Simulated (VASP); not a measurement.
Runs of VASP 6.6.1 on NbN. The structure is that of space group Fm-3m (No. 225), or close to it. The cells are those of the table. 

| cell | k mesh | smearing | gap on the mesh (eV) | pressure (GPa) |
| --- | --- | --- | --- | --- |
| a = 3.120 Å, angles 60.0°, 2 atoms | 26 × 26 × 26 | gaussian 0.15 eV | none | 0.0 |
| a = 3.103 Å, angles 60.0°, 2 atoms | 8 × 8 × 8 | gaussian 0.1 eV | none | 5.3 |
| a = 3.120 Å, angles 60.0°, 2 atoms | 24 × 24 × 24 | gaussian 0.15 eV | none | 0.0 |
| a = 3.120 Å, angles 60.0°, 2 atoms | 24 × 24 × 24 | tetrahedron | none | (a) |

Alike in all rows: task single point; level r2SCAN; potentials or basis VASP PAW PBE potentials, release 64 (Nb_sv, N); no spin polarisation; cutoff (eV) 660.

Task: Fill in the values left out.

Result: (a) 0.1.

Caveats: the PAW data sets were made with another functional, which shifts forces and pressure a little; the cell stands under pressure (at least some runs); tetrahedron occupations give inexact forces and stress in metals (at least some runs).

A k mesh can miss the band edges, and the runs leave out spin-orbit coupling on Nb.

A gap of «none» marks levels without a gap at the run's occupations.
